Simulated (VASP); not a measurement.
Runs of VASP 6.6.1 on Ti. The structure is that of space group Im-3m (No. 229), or close to it. The cells are those of the table. 

```csv
task,cell,cutoff (eV),gap on the mesh (eV),pressure (GPa)
relaxation of cell and atoms,"relaxed to 140 GPa from a = 2.291 Å, angles 109.5°, 1 atom",600,none,140.0
single point,"a = 2.292 Å, angles 109.5°, 1 atom",520,none,141.3
relaxation of cell and atoms,"relaxed to 140 GPa from a = 2.323 Å, angles 109.5°, 1 atom",600,none,139.9
single point,"a = 2.291 Å, angles 109.5°, 1 atom",520,none,(a)
```

Alike in all rows: level LDA; potentials or basis VASP PAW LDA potentials, release 64 (Ti_sv); no spin polarisation; k mesh 20 × 20 × 20; smearing fermi-dirac 0.1 eV.

Problem. Estimate the missing entries.

Solution. (a) 141.6.

Caveats: the cell is relaxed towards a set pressure, so the enthalpy falls and the energy may rise (some runs).

A gap of «none» marks levels without a gap at the run's occupations.
